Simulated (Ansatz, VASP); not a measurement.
**One calculation of SrBe2, two programs**

INCAR

```
SYSTEM = SrBe2
PREC = Accurate
ENCUT = 600
EDIFF = 1E-6
ISMEAR = 0
SIGMA = 0.1
LREAL = .False.
LASPH = .True.
NELM = 80
ALGO = Fast
ISIF = 3
LWAVE = .False.
LCHARG = .False.
GGA = PE
IBRION = 2
NSW = 90
EDIFFG = -0.04
```

Contents of KPOINTS:

```
regular mesh
0
Gamma
  4 4 4
  0 0 0
```

The input POSCAR:

```
SrBe2
1.0
   -3.0750890604      3.0750890604      2.5597076924
    3.0750890604     -3.0750890604      2.5597076924
    3.0750890604      3.0750890604     -2.5597076924
Sr Be
2 4
Direct
    0.2500000000      0.2500000000      0.0000000000
    0.7500000000      0.7500000000      0.0000000000
    0.6670000000      0.1670000000      0.8340000000
    0.1670000000      0.3330000000      0.5000000000
    0.3330000000      0.8330000000      0.1660000000
    0.8330000000      0.6670000000      0.5000000000
```

Input for Ansatz:

```yaml
crystal:
  lattice:
    - [-3.0750890604, 3.0750890604, 2.5597076924]
    - [3.0750890604, -3.0750890604, 2.5597076924]
    - [3.0750890604, 3.0750890604, -2.5597076924]
  atoms:
    - { symbol: Sr, position: [0.25, 0.25, 0.0] }
    - { symbol: Sr, position: [0.75, 0.75, 0.0] }
    - { symbol: Be, position: [0.667, 0.167, 0.834] }
    - { symbol: Be, position: [0.167, 0.333, 0.5] }
    - { symbol: Be, position: [0.333, 0.833, 0.166] }
    - { symbol: Be, position: [0.833, 0.667, 0.5] }
basis:
  ecutwfc: 420
kpoints:
  mp_grid: { grid: [4, 4, 4] }
hamiltonian:
  xc: pbe
scf:
  occupations: { method: gaussian, width: 0.1 }
  lower_state_search: "off"
output:
  forces: true
  stress: true
  eigenvalues: true
relax:
  adjacent_minimum: "off"
  f_tol: 0.04
  max_steps: 70
  cell: { stress_tol: 0.4 }
```

Alike in both runs: task relaxation of cell and atoms; functional PBE; k mesh 4 × 4 × 4; occupations gaussian, width 0.1 eV; no spin polarisation.

```csv
,VASP,Ansatz
version,VASP 6.6.1,Ansatz 0.2.0
potentials or method,"VASP PAW PBE potentials, release 64 (Sr_sv, Be), cutoff 600 eV","scalar-relativistic, plane waves, PAW"
valence electrons in the cell,28,28
```

Ansatz gave:

| Property | Result |
| --- | --- |
| gap on the k mesh at the Fermi level, each at its own relaxed structure (eV) | none |
| relaxed volume (Å³/atom) | 17.90 |
| relaxed length of the cell vector where the two differ most in proportion (Å) | 6.111 |

Task: What did VASP give for the same quantities?

Result: gap on the k mesh at the Fermi level, each at its own relaxed structure (eV): none; relaxed volume (Å³/atom): 17.74; relaxed length of the cell vector where the two differ most in proportion (Å): 6.060.

A gap of «none» marks a metal or a gap that the smearing closes.

The k mesh is coarse, so the values compare programs but aren't converged.
